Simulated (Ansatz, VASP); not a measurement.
# Two plane-wave programs on HgTe

Contents of INCAR:

```
PREC = Accurate
ENCUT = 520
EDIFF = 1E-6
ISMEAR = 0
SIGMA = 0.2
LREAL = False
LASPH = True
NELM = 100
ALGO = Normal
ISIF = 2
LWAVE = False
LCHARG = True
GGA = CA
LELF = True
LVHAR = True
NBANDS = 16
```

File KPOINTS:

```
Automatic mesh
0
Gamma
  14 14 14
```

Contents of POSCAR:

```
HgTe
1.0
    0.0000000000      2.8719565913      4.0609466201
    2.8719565913      0.0000000000      4.0609466201
    2.8719565913      2.8719565913      0.0000000000
Hg Te
1 1
Direct
    0.0000000000      0.0000000000      0.0000000000
    0.7500000000      0.7500000000      0.7500000000
```

Input for Ansatz:

```yaml
crystal:
  lattice:
    - [0.0, 2.8719565913, 4.0609466201]
    - [2.8719565913, 0.0, 4.0609466201]
    - [2.8719565913, 2.8719565913, 0.0]
  atoms:
    - { symbol: Hg, position: [0.0, 0.0, 0.0] }
    - { symbol: Te, position: [0.75, 0.75, 0.75] }
basis:
  ecutwfc: 420
kpoints:
  mp_grid: { grid: [14, 14, 14] }
hamiltonian:
  xc: lda
scf:
  occupations: { method: gaussian, width: 0.2 }
output:
  forces: true
  stress: true
  eigenvalues: true
```

Alike in both runs: task single point; functional LDA; k mesh 14 × 14 × 14; occupations gaussian, width 0.2 eV; no spin polarisation.

|  | VASP | Ansatz |
| --- | --- | --- |
| version | VASP 6.6.1 | Ansatz 0.2.0 |
| potentials or method | VASP PAW LDA potentials, release 64 (Hg, Te), cutoff 520 eV | scalar-relativistic, plane waves, PAW |
| valence electrons in the cell | 18 | 36 |

```tsv
	VASP	Ansatz	Ansatz less VASP
gap on the k mesh at the Fermi level (eV)	none	none	-
pressure (GPa)	-1.5	-1.8	-0.24
traceless stress, the component that is largest in VASP (GPa)	-5.65	-5.67	-0.019
```

LDA's correlation is that of Perdew and Zunger in VASP and of Perdew and Wang (1992) in Ansatz. A gap of «none» marks a metal or a gap that the smearing closes. VASP's potentials hold 18 valence electrons a cell and Ansatz's 36, so a difference there can come from the potentials and not from the codes.

Neither program's run includes spin-orbit coupling.
